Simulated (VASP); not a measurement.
# Zr12B (a cell with a defect) in VASP: notebook

Runs on Zr12B (a cell with a defect). Level: PBE+D3(BJ). Tasks: single point.

Everything below comes from runs of VASP 6.6.1. Logs are shortened: lines on timing, memory, paths and dates and some standing lists are left out, and cuts for length are marked.

### Step 1. The cell of the first run

The cell holds a defect, 13 atoms: a = 6.460 Å, b = 9.690 Å, c = 5.145 Å, α = 90.00°, β = 90.00°, γ = 120.00°.

### Step 2. Single point, PBE+D3(BJ)

INCAR

```
SYSTEM = Zr12B
  ALGO = Normal
  EDIFF = 1E-6
  ENCUT = 520
  GGA = PE
  ISIF = 2
  ISMEAR = 0
  IVDW = 12
  KPAR = 4
  LASPH = .True.
  LCHARG = .True.
  LREAL = .False.
  LVHAR = .True.
  LWAVE = .False.
  NBANDS = 86
  NELM = 80
  PREC = Accurate
  SIGMA = 0.05
```

KPOINTS

```
k-points
0
Gamma
  4 3 4
  0 0 0
```

POSCAR

```
Zr12B
1.0
    6.4600000000      0.0000000000      0.0000000000
   -4.8450000000      8.3917860000      0.0000000000
    0.0000000000      0.0000000000      5.1453900000
Zr B
12 1
Direct
    0.0050605792      0.0072961108     -0.0054750537
    0.1652825623      0.2223972792      0.4950944889
   -0.0027940843      0.3294398860      0.0016379111
    0.1606327223      0.5478452056      0.4957509357
   -0.0043193325      0.6652110557      0.0146961140
    0.1634504804      0.8911359003      0.4906725088
    0.5034444457      0.0067095818      0.0066340377
    0.6665736820      0.2251703575      0.5010333067
    0.4984713189      0.3321879334      0.0075305186
    0.6590676889      0.5473287078      0.5077739902
    0.5005280631      0.6634365380      0.0114351722
    0.6683486790      0.8892784819      0.4875241461
    0.3319944950      0.7773421620      0.7511236235
```

Potentials or basis: VASP PAW PBE potentials, release 64 (Zr_sv, B).

The run is started by

```bash
> cat potpaw_PBE.64/Zr_sv/POTCAR potpaw_PBE.64/B/POTCAR > POTCAR
> mpirun -np 4 vasp_std > vasp.out
```

OUTCAR:

```text
SYSTEM = Zr12B
   EDIFF = 1E-6
   ENCUT = 520
   GGA = PE
   ISIF = 2
   ISMEAR = 0
   IVDW = 12
   LASPH = .True.
   LREAL = .False.
   NELM = 80
   PREC = Accurate
 IVDW          = 12

 ion  position               nearest neighbor table
   1  0.005  0.007  0.995-   2 3.14   2 3.15   3 3.15   6 3.16  12 3.16   9 3.17   6 3.19  12 3.22
                             7 3.22   7 3.24   5 3.29  11 3.30
   2  0.165  0.222  0.495-   9 3.13   3 3.13   1 3.14   1 3.15   4 3.17  10 3.17   3 3.19   6 3.20
                            12 3.22   8 3.23   9 3.23   8 3.24
   3  0.997  0.329  0.002-   4 3.13   2 3.13   1 3.15   7 3.16   8 3.17   8 3.17   4 3.18   2 3.19
                             9 3.23   9 3.24  11 3.24   5 3.26
   4  0.161  0.548  0.496-  13 2.33   5 3.13   3 3.13  11 3.13   8 3.16   2 3.17   3 3.18  10 3.22
                            10 3.24  11 3.26   5 3.28  12 3.29   6 3.32
   5  0.996  0.665  0.015-  13 2.32   6 3.10   4 3.13  10 3.16  11 3.19  10 3.22   9 3.22   3 3.26
                            11 3.27   4 3.28   1 3.29   7 3.29   6 3.30
   6  0.163  0.891  0.491-  13 2.32   5 3.10   7 3.13   1 3.16  12 3.19   1 3.19   2 3.20   8 3.24
                             7 3.27  12 3.27   5 3.30  10 3.30   4 3.32
   7  0.503  0.007  0.007-  13 2.33  12 3.12   6 3.13   8 3.14   3 3.16   9 3.17   8 3.18   1 3.22
                             1 3.24   6 3.27  12 3.28   5 3.29  11 3.32
   8  0.667  0.225  0.501-   9 3.14   7 3.14  10 3.15   4 3.16   3 3.17   3 3.17   7 3.18   9 3.19
                             2 3.23   2 3.24   6 3.24  12 3.26
   9  0.498  0.332  0.008-   2 3.13   8 3.14  10 3.14  10 3.14   1 3.17   7 3.17   8 3.19  11 3.20
                             5 3.22   3 3.23   2 3.23   3 3.24
  10  0.659  0.547  0.508-   9 3.14   9 3.14   8 3.15   5 3.16  11 3.16   2 3.17  11 3.19   5 3.22
                             4 3.22   4 3.24  12 3.29   6 3.30
  11  0.501  0.663  0.011-  13 2.32  12 3.10   4 3.13  10 3.16   5 3.19  10 3.19   9 3.20   3 3.24
                             4 3.26   5 3.27  12 3.30   1 3.30   7 3.32
  12  0.668  0.889  0.488-  13 2.32  11 3.10   7 3.12   1 3.16   6 3.19   1 3.22   2 3.22   8 3.26
                             6 3.27   7 3.28  10 3.29   4 3.29  11 3.30
  13  0.332  0.777  0.751-   5 2.32  12 2.32   6 2.32  11 2.32   7 2.33   4 2.33

  LATTYP: Found a simple monoclinic cell.
 ALAT       =     6.4600000000
 B/A-ratio  =     0.7965000000
 C/A-ratio  =     1.3228756308
 COS(beta)  =    -0.1889822400

  Lattice vectors:

 A1 = (   6.4600000000,   0.0000000000,   0.0000000000)
 A2 = (   0.0000000000,   0.0000000000,   5.1453900000)
 A3 = (  -1.6150000000,  -8.3917860000,   0.0000000000)

Analysis of symmetry for initial positions (statically):
=====================================================================
 Subroutine PRICEL returns:
 Original cell was already a primitive cell.

 Routine SETGRP: Setting up the symmetry group for a
 simple monoclinic supercell.

 Subroutine GETGRP returns: Found  1 space group operations
 (whereof  1 operations were pure point group operations)
 out of a pool of  4 trial point group operations.

The static configuration has the point symmetry C_1 .

Analysis of symmetry for dynamics (positions and initial velocities):
=====================================================================
 Subroutine PRICEL returns:
 Original cell was already a primitive cell.

 Routine SETGRP: Setting up the symmetry group for a
 simple monoclinic supercell.

 Subroutine GETGRP returns: Found  1 space group operations
 (whereof  1 operations were pure point group operations)
 out of a pool of  4 trial point group operations.

The dynamic configuration has the point symmetry C_1 .

 Subroutine INISYM returns: Found  1 space group operations
 (whereof  1 operations are pure point group operations),
 and found     1 'primitive' translations

----------------------------------------------------------------------------------------

                                     Primitive cell

  volume of cell :     278.9364

  direct lattice vectors                    reciprocal lattice vectors
     6.460000000  0.000000000  0.000000000     0.154798762  0.089373108  0.000000000
    -4.845000000  8.391786000  0.000000000     0.000000000  0.119164145  0.000000000
     0.000000000  0.000000000  5.145390000     0.000000000  0.000000000  0.194348728

  length of vectors
     6.460000000  9.689999859  5.145390000     0.178746214  0.119164145  0.194348728

  position of ions in fractional coordinates (direct lattice)
     0.005060579  0.007296111  0.994524946
     0.165282562  0.222397279  0.495094489
     0.997205916  0.329439886  0.001637911
     0.160632722  0.547845206  0.495750936
[... 39 lines left out ...]
     0.000000000  0.000000000  0.048587182     0.000000000  0.000000000  0.250000000

  Length of vectors
     0.044686554  0.039721382  0.048587182

  Shift w.r.t. Gamma in fractional coordinates (k-lattice)
     0.000000000  0.000000000  0.000000000

 Subroutine IBZKPT returns following result:
 ===========================================

 Found     26 irreducible k-points:

 Following reciprocal coordinates:
            Coordinates               Weight
  0.000000  0.000000  0.000000      1.000000
  0.250000 -0.000000  0.000000      2.000000
  0.500000 -0.000000  0.000000      1.000000
  0.000000  0.333333  0.000000      2.000000
  0.250000  0.333333  0.000000      2.000000
  0.500000  0.333333  0.000000      2.000000
[... 16 lines left out ...]
  0.000000  0.333333  0.500000      2.000000
  0.250000  0.333333  0.500000      2.000000
 [... further k-points ...]
   k-points           NKPTS =     26   k-points in BZ     NKDIM =     26   number of bands    NBANDS=     86
   number of dos      NEDOS =    301   number of ions     NIONS =     13
   total plane-waves  NPLWV = 138240
   dimension x,y,z NGX =    48 NGY =   72 NGZ =   40
   dimension x,y,z NGXF=    96 NGYF=  144 NGZF=   80
   ions per type =              12   1
   NGX,Y,Z   is equivalent  to a cutoff of  12.35, 12.35, 12.92 a.u.
   NGXF,Y,Z  is equivalent  to a cutoff of  24.71, 24.71, 25.85 a.u.
 SYSTEM =  Zr12B
   PREC   = accura    normal or accurate (medium, high low for compatibility)
   ISTART =      0    job   : 0-new  1-cont  2-samecut
   ICHARG =      2    charge: 1-file 2-atom 10-const
   ISPIN  =      1    spin polarized calculation?
   LNONCOLLINEAR =      F non collinear calculations
   LSORBIT =      F    spin-orbit coupling
   LASPH  =      T    aspherical Exc in radial PAW
   ENCUT  =  520.0 eV  38.22 Ry    6.18 a.u.  12.01 18.02  9.57*2*pi/ulx,y,z
   NELM   =     80;   NELMIN=  2; NELMDL= -5     # of ELM steps
   EDIFF  = 0.1E-05   stopping-criterion for ELM
   LREAL  =      F    real-space projection
   EDIFFG = 0.1E-04   stopping-criterion for IOM
   NSW    =      0    number of steps for IOM
[... 5 lines left out ...]
   TEBEG  =    0.0;   TEEND  =   0.0 temperature during run
   PSTRESS=    0.0 pullay stress
   NELECT =     147.0000    total number of electrons
   NUPDOWN=      -1.0000    fix difference up-down
   EMIN   =  10.00;   EMAX   =-10.00  energy-range for DOS
   EFERMI =   0.00;   METHOD = LEGACY
   ISMEAR =     0;   SIGMA  =   0.05  broadening in eV -4-tet -1-fermi 0-gaus
   EFERMI_NEDOS =   21; number of points for ismear=-14 and -15
   IALGO  =     38    algorithm
   IMIX   =      4    mixing-type and parameters
     AMIX     =   0.40;   BMIX     =  1.00
     AMIX_MAG =   1.60;   BMIX_MAG =  1.00
  volume/ion in A,a.u.               =      21.46       144.80
  Fermi-wavevector in a.u.,A,eV,Ry     =   1.322347  2.498874 23.791180  1.748602
  Thomas-Fermi vector in A             =   2.452035
   LORBIT       =      0    0 simple, 1 ext, 2 COOP (PROOUT), +10 PAW based schemes
   GGA     = PE    functional components
   LHFCALC =     F    Hartree Fock is set to
   AEXX    =    0.0000 exact exchange contribution
   IVDW    =    12    specifies the selected vdW correction
   LEPSILON=     F    determine dielectric tensor
   LRPA    =     F    only Hartree local field effects (RPA)
 non-spin polarized calculation
 Gauss-broadening in eV      SIGMA  =   0.05
  energy-cutoff  :      520.00
  volume of cell :      278.94
 maximum number of plane-waves:      7534
   NGX = 25   NGY = 37   NGZ = 19

 number of electron     147.0000000 magnetization

 Free energy of the ion-electron system (eV)
  ---------------------------------------------------
  ext. energy  EPLUGINS =         0.00000000
  ---------------------------------------------------
  free energy    TOTEN  =      -109.30114525 eV

  energy without entropy =     -109.28265299  energy(sigma->0) =     -109.29189912

 E-fermi :   8.9968     XC(G=0): -11.2157

 val. band max:        8.9941520704   @ k =  -0.2500   0.3333   0.2500
 cond. band min:       8.9974533213   @ k =   0.5000   0.3333   0.0000
 fundamental gap:      0.0033012509
 Fermi energy:         8.9967808453

 k-point     1 :       0.0000    0.0000    0.0000
  band No.  band energies     occupation
      1     -39.6432      2.00000
      2     -39.5389      2.00000
      3     -39.5292      2.00000
      4     -39.5097      2.00000
      5     -39.4961      2.00000
      6     -39.4947      2.00000
[... 2101 lines left out ...]
     84      10.1443      0.00000
     85      10.3706      0.00000

 [... further k-points ...]

 [bands above 85 left out]

------------------------ aborting loop because EDIFF is reached ----------------------------------------

 Edisp (eV)   -6.73749

 E8    (eV) :    -3.4253

  FORCE on cell =-STRESS in cart. coord.  units (eV):
  Direction    XX          YY          ZZ          XY          YZ          ZX
  --------------------------------------------------------------------------------------
  -------------------------------------------------------------------------------------
  Total      -0.66101    -0.46977     2.11102    -0.06286     0.04587    -0.08589
  in kB      -3.79677    -2.69832    12.12542    -0.36106     0.26346    -0.49337
  external pressure =        1.88 kB  Pullay stress =        0.00 kB

 VOLUME and BASIS-vectors are now :
 -----------------------------------------------------------------------------
  energy-cutoff  :      520.00
  volume of cell :      278.94
      direct lattice vectors                 reciprocal lattice vectors
     6.460000000  0.000000000  0.000000000     0.154798762  0.089373108  0.000000000
    -4.845000000  8.391786000  0.000000000     0.000000000  0.119164145  0.000000000
     0.000000000  0.000000000  5.145390000     0.000000000  0.000000000  0.194348728

 POSITION                                       TOTAL-FORCE (eV/Angst)
 -----------------------------------------------------------------------------------
     -0.00266      0.06123      5.11722         0.001500     -0.002117      0.003479
     -0.00979      1.86631      2.54745        -0.001260      0.001280     -0.003341
      4.84581      2.76459      0.00843         0.000134      0.000418      0.000148
     -1.61662      4.59740      2.55083         0.000223     -0.000725     -0.002305
      3.20915      5.58231      0.07562        -0.004585      0.002116      0.002217
     -3.26166      7.47822      2.52470        -0.003455      0.005124     -0.002706
      3.21974      0.05631      0.03413         0.000527      0.005635      0.003727
      3.21512      1.88958      2.57801         0.002098     -0.003539     -0.003720
      1.61067      2.78765      0.03875         0.002813     -0.002662      0.001171
      1.60577      4.59307      2.61270        -0.004055     -0.000521     -0.002946
      0.01906      5.56742      0.05884         0.004450     -0.003179      0.005271
      0.00898      7.46263      2.50850        -0.000252      0.000500      0.000177
     -1.62154      6.52329      3.86482         0.001861     -0.002330     -0.001173
 -----------------------------------------------------------------------------------
    total drift:                               -0.000007      0.000101     -0.000034

  FREE ENERGIE OF THE ION-ELECTRON SYSTEM (eV)
  ---------------------------------------------------
  free  energy   TOTEN  =      -116.0386338630 eV

  energy  without entropy=     -116.0201416015  energy(sigma->0) =     -116.02938773
```

It took 3.5 min on 4 MPI ranks of Intel Xeon Platinum 8375C at 2.90GHz (Ice Lake), shared host; peak memory 0.61 GiB.

What came out:

* Free energy: -116.0386 eV
* Pressure: 0.2 GPa
* Largest force: 0.008 eV/Å
* Band gap on the k mesh: zero (an odd number of electrons rules out a gap without spin polarisation)
* Dispersion energy per atom: -0.518 eV

Forces in eV/Å, atoms in the order of the input:
```
Zr   0.002 -0.002  0.003
Zr  -0.001  0.001 -0.003
Zr   0.000  0.000  0.000
Zr   0.000 -0.001 -0.002
Zr  -0.005  0.002  0.002
Zr  -0.003  0.005 -0.003
Zr   0.001  0.006  0.004
Zr   0.002 -0.004 -0.004
Zr   0.003 -0.003  0.001
Zr  -0.004 -0.001 -0.003
Zr   0.004 -0.003  0.005
Zr   0.000  0.001  0.000
B    0.002 -0.002 -0.001
```

Stress tensor (GPa, compression positive):
```
-0.38 -0.04 -0.05
-0.04 -0.27  0.03
-0.05  0.03  1.21
```

### Step 3. Single point, PBE+D3(BJ)

INCAR

```
SYSTEM = Zr12B
PREC     = Accurate       ! precision mode
ENCUT    = 520            ! plane-wave cutoff, eV
EDIFF    = 1E-7           ! SCF threshold, eV
ISMEAR   = 0              ! smearing method
SIGMA    = 0.05           ! smearing width, eV
LREAL    = .FALSE.        ! projectors in reciprocal space
LASPH    = .TRUE.         ! aspherical terms in the spheres
NELM     = 60             ! most SCF steps
ALGO     = Normal         ! electronic algorithm
ISIF     = 2              ! what is computed and relaxed
LWAVE    = .FALSE.        ! write WAVECAR
LCHARG   = .FALSE.        ! write CHGCAR
GGA      = PE             ! functional
IVDW     = 12             ! dispersion correction
NBANDS   = 86             ! bands
KPAR     = 4
```

KPOINTS

```
Automatic mesh
0
G
  4 3 4
  0 0 0
```

POSCAR

```
Zr12B
1.0
    6.4600000000      0.0000000000      0.0000000000
   -4.8450000000      8.3917860000      0.0000000000
    0.0000000000      0.0000000000      5.1453900000
Zr B
12 1
Direct
    0.0071575447      0.0073064862      0.0067546817
    0.1684526836      0.2227878607      0.5059815466
   -0.0011148815      0.3290008948     -0.0010977136
    0.1601785992      0.5474304721      0.5058999206
   -0.0024318545      0.6659534073     -0.0117812647
    0.1651362232      0.8901859137      0.5104503971
    0.5042994777      0.0065209231     -0.0045885590
    0.6681878174      0.2245055591      0.4999915483
    0.5017885417      0.3326607534     -0.0068894728
    0.6608323091      0.5474966160      0.4934675542
    0.5019129009      0.6631465449     -0.0124787862
    0.6709989096      0.8901793913      0.5141802163
    0.3351353388      0.7767185474      1.2504307016
```

Potentials or basis: VASP PAW PBE potentials, release 64 (Zr_sv, B).

The run is started by

```bash
> cat potpaw_PBE.64/Zr_sv/POTCAR potpaw_PBE.64/B/POTCAR > POTCAR
> mpirun -np 4 vasp_std > vasp.out
```

It took 3.6 min on 4 MPI ranks of Intel Xeon Platinum 8375C at 2.90GHz (Ice Lake), shared host; peak memory 0.61 GiB.

It converged, with:

```
Free energy                : -116.0379 eV
Pressure                   : 0.2 GPa
Largest force              : 0.026 eV/Å
Band gap on the k mesh     : zero (an odd number of electrons rules out a gap without spin polarisation)
Dispersion energy per atom : -0.518 eV
```

Forces on the atoms (eV/Å):
```
Zr  -0.007  0.009 -0.004
Zr  -0.004 -0.006 -0.003
Zr   0.009  0.007  0.012
Zr   0.019  0.001 -0.010
Zr   0.004 -0.012 -0.014
Zr  -0.008  0.019  0.009
Zr   0.010  0.003 -0.016
Zr   0.000  0.007  0.003
Zr  -0.011 -0.010  0.011
Zr  -0.010 -0.007 -0.004
Zr  -0.005 -0.005  0.025
Zr   0.009 -0.007 -0.009
B   -0.005  0.001  0.000
```

Stress tensor (GPa, compression positive):
```
-0.39 -0.01  0.03
-0.01 -0.26 -0.03
 0.03 -0.03  1.22
```

Levels at points of the mesh, in eV from the Fermi level:
| k point | band 71 | band 72 | band 73 | band 74 | band 75 | band 76 |
| --- | --- | --- | --- | --- | --- | --- |
| (0.00, 0.00, 0.00) | -0.31 | -0.11 | -0.09 | 0.50 | 0.69 | 0.86 |
| (0.50, 0.00, 0.00) | -0.60 | -0.51 | -0.41 | -0.16 | 0.08 | 0.36 |
| (0.00, 0.00, 0.50) | -0.40 | -0.20 | -0.18 | 0.15 | 0.28 | 0.45 |
| (0.50, 0.00, 0.50) | -0.55 | -0.52 | -0.34 | -0.01 | 0.00 | 0.07 |
